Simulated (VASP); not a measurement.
# Pd (Fm-3m) in VASP: notebook

Pd is run at these levels: BLYP+D4, SVWN5; tasks: single point.

Everything below comes from runs of VASP 6.6.1. Logs are shortened: lines on timing, memory, paths and dates and some standing lists are left out, and cuts for length are marked.

**1. The cell of the first run**

It takes space group Fm-3m (No. 225, cubic). Conventional cell: a = 3.969 Å, b = 3.969 Å, c = 3.969 Å, α = 90.00°, β = 90.00°, γ = 90.00°. Within 3.7 Å of Pd (site symmetry m-3m) lie 12 Pd at 2.81 Å.

**2. Single point, BLYP+D4**

File INCAR:

```
SYSTEM = Pd
AGGAC = 1.0
AGGAX = 1.0
ALDAC = 0.0
ALDAX = 1.0
ALGO = Normal
EDIFF = 1E-6
ENCUT = 520
GGA = B5
ISIF = 2
ISMEAR = -1
IVDW = 13
LASPH = .TRUE.
LCHARG = .FALSE.
LREAL = .FALSE.
LWAVE = .FALSE.
NBANDS = 11
NELM = 80
PREC = Accurate
SIGMA = 0.05
VDW_A1 = 0.44488865
VDW_A2 = 4.0933009
VDW_S6 = 1.0
VDW_S8 = 2.34076671
```

File KPOINTS:

```
k-points
0
G
  12 12 12
  0 0 0
```

File POSCAR:

```
Pd
1.0
    0.0000000000      1.9846763588      1.9846763588
    1.9846763588      0.0000000000      1.9846763588
    1.9846763588      1.9846763588      0.0000000000
Pd
1
Direct
    0.0000000000      0.0000000000      0.0000000000
```

Potentials or basis: VASP PAW PBE potentials, release 64 (Pd).

Run with:

```sh
$ cat potpaw_PBE.64/Pd/POTCAR > POTCAR
$ mpirun -np 1 vasp_std > vasp.out
```

OUTCAR:

```text
SYSTEM = Pd
   EDIFF = 1E-6
   ENCUT = 520
   GGA = B5
   ISIF = 2
   ISMEAR = -1
   IVDW = 13
   LASPH = .TRUE.
   LREAL = .FALSE.
   NELM = 80
   PREC = Accurate

 ion  position               nearest neighbor table
   1  0.000  0.000  0.000-

  LATTYP: Found a face centered cubic cell.
 ALAT       =     3.9693527176

  Lattice vectors:

 A1 = (   0.0000000000,   1.9846763588,   1.9846763588)
 A2 = (   1.9846763588,   0.0000000000,   1.9846763588)
 A3 = (   1.9846763588,   1.9846763588,   0.0000000000)

Analysis of symmetry for initial positions (statically):
=====================================================================
 Subroutine PRICEL returns:
 Original cell was already a primitive cell.

 Routine SETGRP: Setting up the symmetry group for a
 face centered cubic supercell.

 Subroutine GETGRP returns: Found 48 space group operations
 (whereof 48 operations were pure point group operations)
 out of a pool of 48 trial point group operations.

The static configuration has the point symmetry O_h .

Analysis of symmetry for dynamics (positions and initial velocities):
=====================================================================
 Subroutine PRICEL returns:
 Original cell was already a primitive cell.

 Routine SETGRP: Setting up the symmetry group for a
 face centered cubic supercell.

 Subroutine GETGRP returns: Found 48 space group operations
 (whereof 48 operations were pure point group operations)
 out of a pool of 48 trial point group operations.

The dynamic configuration has the point symmetry O_h .

 Subroutine INISYM returns: Found 48 space group operations
 (whereof 48 operations are pure point group operations),
 and found     1 'primitive' translations

----------------------------------------------------------------------------------------

                                     Primitive cell

  volume of cell :      15.6350

  direct lattice vectors                    reciprocal lattice vectors
     0.000000000  1.984676359  1.984676359    -0.251930244  0.251930244  0.251930244
     1.984676359  0.000000000  1.984676359     0.251930244 -0.251930244  0.251930244
     1.984676359  1.984676359  0.000000000     0.251930244  0.251930244 -0.251930244

  length of vectors
     2.806756224  2.806756224  2.806756224     0.436355983  0.436355983  0.436355983

  position of ions in fractional coordinates (direct lattice)
     0.000000000  0.000000000  0.000000000

  ion indices of the primitive-cell ions
   primitive index   ion index
                 1           1

[... 77 lines left out ...]
   ISIF   =      2    stress and relaxation
   ISYM   =      2    0-nonsym 1-usesym 2-fastsym
   POTIM  = 0.5000    time-step for ionic-motion
   TEBEG  =    0.0;   TEEND  =   0.0 temperature during run
   PSTRESS=    0.0 pullay stress
   NELECT =      10.0000    total number of electrons
   NUPDOWN=      -1.0000    fix difference up-down
   EMIN   =  10.00;   EMAX   =-10.00  energy-range for DOS
   EFERMI =   0.00;   METHOD = LEGACY
   ISMEAR =    -1;   SIGMA  =   0.05  broadening in eV -4-tet -1-fermi 0-gaus
   EFERMI_NEDOS =   21; number of points for ismear=-14 and -15
   IALGO  =     38    algorithm
   IMIX   =      4    mixing-type and parameters
     AMIX     =   0.40;   BMIX     =  1.00
     AMIX_MAG =   1.60;   BMIX_MAG =  1.00
  volume/ion in A,a.u.               =      15.64       105.51
  Fermi-wavevector in a.u.,A,eV,Ry     =   1.410507  2.665471 27.069185  1.989529
  Thomas-Fermi vector in A             =   2.532453
   LORBIT       =      0    0 simple, 1 ext, 2 COOP (PROOUT), +10 PAW based schemes
   GGA     = B5    functional components
   LHFCALC =     F    Hartree Fock is set to
   AEXX    =    0.0000 exact exchange contribution
   IVDW    =    13    specifies the selected vdW correction
   LEPSILON=     F    determine dielectric tensor
   LRPA    =     F    only Hartree local field effects (RPA)
 non-spin polarized calculation
  energy-cutoff  :      520.00
  volume of cell :       15.64
 maximum number of plane-waves:       444
 NGX is ok and might be reduce to    24
   NGX = 11   NGY = 11   NGZ = 11

 number of electron      10.0000001 magnetization

 Free energy of the ion-electron system (eV)
  ---------------------------------------------------
  ext. energy  EPLUGINS =         0.00000000
  ---------------------------------------------------
  free energy    TOTEN  =        -4.37673919 eV

  energy without entropy =       -4.35586153  energy(sigma->0) =       -4.36630036

 E-fermi :   9.3040     XC(G=0): -12.1984

 val. band max:        9.3009722465   @ k =   0.5000   0.0833   0.0000
 cond. band min:       9.3052643593   @ k =  -0.3333   0.4167   0.0833
 fundamental gap:      0.0042921128
 Fermi energy:         9.3040282215

 k-point     1 :       0.0000    0.0000    0.0000
  band No.  band energies     occupation
      1       2.7908      2.00000
      2       6.7301      2.00000
      3       6.7301      2.00000
      4       6.7301      2.00000
      5       8.1839      2.00000
      6       8.1839      2.00000
      7      26.8022      0.00000
      8      31.0637      0.00000
      9      31.0637      0.00000
     10      31.0637      0.00000
     11      35.3963      0.00000
[... 309 lines left out ...]
 k-point    24 :      -0.4167    0.1667    0.0000
  band No.  band energies     occupation
      1       5.0778      2.00000
      2       6.3285      2.00000
      3       7.1830      2.00000
      4       7.6529      2.00000
      5       9.0884      1.97353
      6      13.0016      0.00000
      7      16.5500      0.00000
      8      24.9618      0.00000
      9      28.0200      0.00000
     10      28.6338      0.00000
     11      35.4698      0.00000

 [... further k-points ...]

------------------------ aborting loop because EDIFF is reached ----------------------------------------

  DFT-D4 for vdW energy calculation

  Edisp (eV):   -0.89368

  FORCE on cell =-STRESS in cart. coord.  units (eV):
  Direction    XX          YY          ZZ          XY          YZ          ZX
  --------------------------------------------------------------------------------------
  -------------------------------------------------------------------------------------
  Total      -0.22044    -0.22044    -0.22044     0.00000     0.00000    -0.00000
  in kB     -22.58971   -22.58971   -22.58971     0.00000     0.00000    -0.00000
  external pressure =      -22.59 kB  Pullay stress =        0.00 kB

 VOLUME and BASIS-vectors are now :
 -----------------------------------------------------------------------------
  energy-cutoff  :      520.00
  volume of cell :       15.64
      direct lattice vectors                 reciprocal lattice vectors
     0.000000000  1.984676359  1.984676359    -0.251930244  0.251930244  0.251930244
     1.984676359  0.000000000  1.984676359     0.251930244 -0.251930244  0.251930244
     1.984676359  1.984676359  0.000000000     0.251930244  0.251930244 -0.251930244

 POSITION                                       TOTAL-FORCE (eV/Angst)
 -----------------------------------------------------------------------------------
      0.00000      0.00000      0.00000        -0.000000     -0.000000      0.000000
 -----------------------------------------------------------------------------------
    total drift:                               -0.000000      0.000000     -0.000000

  FREE ENERGIE OF THE ION-ELECTRON SYSTEM (eV)
  ---------------------------------------------------
  free  energy   TOTEN  =        -5.2704231881 eV

  energy  without entropy=       -5.2495455256  energy(sigma->0) =       -5.25998436
```

OSZICAR:

```text
N       E                     dE             d eps       ncg     rms          rms(c)
DAV:   1     0.430332128909E+02    0.43033E+02   -0.51821E+03  1592   0.852E+02
DAV:   2    -0.409069655723E+01   -0.47124E+02   -0.45335E+02  1785   0.180E+02
DAV:   3    -0.461096128603E+01   -0.52026E+00   -0.51585E+00  1897   0.204E+01
DAV:   4    -0.461361261473E+01   -0.26513E-02   -0.26503E-02  1927   0.151E+00
DAV:   5    -0.461364287904E+01   -0.30264E-04   -0.30263E-04  2112   0.146E-01    0.632E+00
DAV:   6    -0.438660456947E+01    0.22704E+00   -0.10117E+00  1956   0.802E+00    0.296E+00
DAV:   7    -0.437966336151E+01    0.69412E-02   -0.82901E-03  2016   0.715E-01    0.160E+00
DAV:   8    -0.437673175222E+01    0.29316E-02   -0.99134E-04  1956   0.252E-01    0.360E-02
DAV:   9    -0.437673621109E+01   -0.44589E-05   -0.32945E-05  2286   0.477E-02    0.137E-02
DAV:  10    -0.437673948617E+01   -0.32751E-05   -0.49550E-06  1902   0.211E-02    0.389E-03
DAV:  11    -0.437673919171E+01    0.29446E-06   -0.41959E-08  1269   0.202E-03
   1 F= -.52704232E+01 E0= -.52599844E+01  d E =-.208777E-01
```

stdout:

```text
POSCAR found type information on POSCAR Pd
 POSCAR found :  1 types and       1 ions
 scaLAPACK will be used
 -----------------------------------------------------------------------------
|                                                                             |
|                                                                             |
|     You enforced a specific xc type in the INCAR file but a different       |
|     I HOPE YOU KNOW WHAT YOU ARE DOING!                                     |
|                                                                             |
 -----------------------------------------------------------------------------

 LDA part: xc-table for (Slater(with rela. corr.)+VWN5), standard interpolation
 POSCAR, INCAR and KPOINTS ok, starting setup
 FFT: planning ... GRIDC
 FFT: planning ... GRID_SOFT
 FFT: planning ... GRID
 WAVECAR not read
 entering main loop
```

Run time: 9.3 s. Hardware: 1 thread of Intel Xeon Platinum 8488C (Sapphire Rapids), shared host; peak memory 0.14 GiB.

Results:

* Free energy: -5.2704 eV
* Pressure: -2.3 GPa
* Band gap on the k mesh: zero (band 5 reaches 9.58 eV, above the bottom of band 6 at 8.13 eV)
* Dispersion energy per atom: -0.894 eV

Caveat: the PAW data sets were made with another functional, which shifts forces and pressure a little; pairwise dispersion overbinds metals, which lowers pressure and volume.

**3. Single point, SVWN5**

This run uses another cell than the first one, of 15.05 Å³/atom, 0.962 times its volume.

File INCAR:

```
SYSTEM = Pd
PREC = Accurate ; ENCUT = 520
EDIFF = 1E-6 ; ISMEAR = -1
SIGMA = 0.05 ; LREAL = .False.
LASPH = .True. ; NELM = 60
ALGO = Fast ; ISIF = 2
LWAVE = .False. ; LCHARG = .True.
GGA = VW ; LELF = .True.
LVHAR = .True. ; NBANDS = 11
```

File KPOINTS:

```
Automatic mesh
0
Gamma
  12 12 12
  0 0 0
```

File POSCAR:

```
Pd
1.0
    0.0000000000      1.9593911042      1.9593911042
    1.9593911042      0.0000000000      1.9593911042
    1.9593911042      1.9593911042      0.0000000000
Pd
1
Direct
    0.0000000000      0.0000000000      0.0000000000
```

Potentials or basis: VASP PAW PBE potentials, release 64 (Pd).

Run with:

```sh
$ cat potpaw_PBE.64/Pd/POTCAR > POTCAR
$ mpirun -np 1 vasp_std > vasp.out
```

Run time: 7.6 s. Hardware: 1 thread of Intel Xeon Platinum 8488C (Sapphire Rapids), shared host; peak memory 0.13 GiB.

Results (log left out):

| Quantity | Value |
| --- | --- |
| Free energy | -6.4601 eV |
| Pressure | -12.5 GPa |
| Band gap on the k mesh | zero (band 5 reaches 9.36 eV, above the bottom of band 6 at 7.83 eV) |

Levels at points of the mesh, in eV from the Fermi level:
| k point | band 3 | band 4 | band 5 | band 6 | band 7 | band 8 |
| --- | --- | --- | --- | --- | --- | --- |
| (0.00, 0.00, 0.00) | -2.76 | -2.76 | -1.17 | -1.17 | 17.23 | 21.82 |
| (0.50, 0.00, 0.00) | -2.79 | 0.00 | 0.00 | 1.01 | 7.08 | 16.59 |
| (0.50, 0.50, 0.00) | -0.02 | 0.30 | 0.30 | 3.27 | 10.49 | 13.00 |

Caveat: the PAW data sets were made with another functional, which shifts forces and pressure a little.

**4. Single point, SVWN5**

This run uses another cell than the first one, of 15.34 Å³/atom, 0.981 times its volume.

File INCAR:

```
ALGO     = Normal         # electronic algorithm
EDIFF    = 1E-7           # SCF threshold, eV
ENCUT    = 520            # plane-wave cutoff, eV
GGA      = VW             # functional
ISIF     = 2              # what is computed and relaxed
ISMEAR   = -1             # smearing method
LASPH    = T              # aspherical terms in the spheres
LCHARG   = F              # write CHGCAR
LREAL    = F              # projectors in reciprocal space
LWAVE    = F              # write WAVECAR
NBANDS   = 11             # bands
NELM     = 100            # most SCF steps
PREC     = Accurate       # precision mode
SIGMA    = 0.05           # smearing width, eV
```

File KPOINTS:

```
k-points
0
Gamma
  12 12 12
```

File POSCAR:

```
Pd
1.0
    0.0000000000      1.9721147795      1.9721147795
    1.9721147795      0.0000000000      1.9721147795
    1.9721147795      1.9721147795      0.0000000000
Pd
1
Direct
    0.0000000000      0.0000000000      0.0000000000
```

Run with:

```sh
$ cat potpaw_PBE.64/Pd/POTCAR > POTCAR
$ mpirun -np 1 vasp_std > vasp.out
```

Run time: 6.3 s. Hardware: 1 thread of Intel Xeon Platinum 8488C (Sapphire Rapids), shared host; peak memory 0.13 GiB.

Results (log left out):

* Free energy: -6.4346 eV
* Pressure: -15.4 GPa
* Band gap on the k mesh: zero (band 5 reaches 9.03 eV, above the bottom of band 6 at 7.55 eV)

Levels at points of the mesh, in eV from the Fermi level:
```tsv
k point	band 3	band 4	band 5	band 6	band 7	band 8
(0.00, 0.00, 0.00)	-2.67	-2.67	-1.13	-1.13	17.21	21.69
(0.50, 0.00, 0.00)	-2.70	0.00	0.00	1.05	6.93	16.57
(0.50, 0.50, 0.00)	-0.02	0.28	0.28	3.28	10.29	12.89
```

Caveat: the PAW data sets were made with another functional, which shifts forces and pressure a little.

**5. Overview**

```tsv
level	cell	gap on the mesh (eV)	pressure (GPa)
BLYP+D4	a = 2.807 Å, angles 60.0°, 1 atom	none	-2.3
SVWN5	a = 2.771 Å, angles 60.0°, 1 atom	none	-12.5
SVWN5	a = 2.789 Å, angles 60.0°, 1 atom	none	-15.4
```

Alike in all rows: task single point; potentials or basis VASP PAW PBE potentials, release 64 (Pd); no spin polarisation; k mesh 12 × 12 × 12; cutoff (eV) 520; smearing fermi-dirac 0.05 eV.

Caveats: the PAW data sets were made with another functional, which shifts forces and pressure a little; pairwise dispersion overbinds metals, which lowers pressure and volume (some runs).

Absolute energies hang on the potentials; compare differences alone.
